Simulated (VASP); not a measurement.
Set up this calculation in VASP 6.6.1, as the native input.

```
Task                   : single point
Functional             : PBE
Potentials or basis    : VASP PAW PBE potentials, release 64 (As, Fe, K_sv)
Cutoff                 : 520 eV
k mesh                 : 9 × 9 × 9
Occupations            : fermi-dirac, width 0.05 eV
Spin                   : collinear spin, ferromagnetic start
Starting moments       : [0.0, 0.0, 3.0, 0.0] μB
Hubbard terms          : Fe d U = 2.0 eV
Dipole correction      : no
Further INCAR settings : ALGO = Normal; EDIFF = 1e-06; NBANDS = 26
```

The structure of KFeAs2 lies in POSCAR:

```
KFeAs2
1.0
   -1.9803680000      1.9803680000      6.3830190000
    1.9803680000     -1.9803680000      6.3830190000
    1.9803680000      1.9803680000     -6.3830190000
As Fe K
2 1 1
Direct
    0.3307380000      0.3307380000      0.0000000000
    0.6692620000      0.6692620000      0.0000000000
    0.2500000000      0.7500000000      0.5000000000
    0.0000000000      0.0000000000      0.0000000000
```

These files were run (other wordings do the same):

INCAR

```
SYSTEM = KFeAs2
PREC = Accurate ; ENCUT = 520
EDIFF = 1E-6 ; ISMEAR = -1
SIGMA = 0.05 ; LREAL = .False.
LASPH = .True. ; NELM = 150
ALGO = Normal ; ISIF = 2
LWAVE = .False. ; LCHARG = .False.
ISPIN = 2 ; MAGMOM = 0 0 3 0
LORBIT = 11 ; LMAXMIX = 4
LDAU = .True. ; LDAUTYPE = 2
LDAUL = -1 2 -1 ; LDAUU = 0 2 0
LDAUJ = 0 0 0 ; LDAUPRINT = 1
GGA = PE ; NBANDS = 26
```

KPOINTS

```
regular mesh
0
Gamma
  9 9 9
  0 0 0
```

Potentials or basis: VASP PAW PBE potentials, release 64 (As, Fe, K_sv).

Launch:

```bash
$ cat potpaw_PBE.64/As/POTCAR potpaw_PBE.64/Fe/POTCAR potpaw_PBE.64/K_sv/POTCAR > POTCAR
$ mpirun -np 1 vasp_std > vasp.out
```

It gave:

```
Pressure                                              : 3.3 GPa
Largest force                                         : 0.416 eV/Å
Net moment                                            : 2.11 μB per cell
Site moments                                          : As -0.09; Fe +2.27; K +0.00 μB
Valence electrons inside the program's atomic spheres : As 2.79; Fe 7.45; K 7.57
```

Caveat: the cell stands under pressure; a cell with one magnetic atom can't hold antiferromagnetic order, which such compounds often take; the U is typed as a test and isn't derived for this compound.

It took 17 min on 1 thread of AMD EPYC 7R13 Processor (Zen 3), with other jobs on the host, peak memory 0.69 GiB.
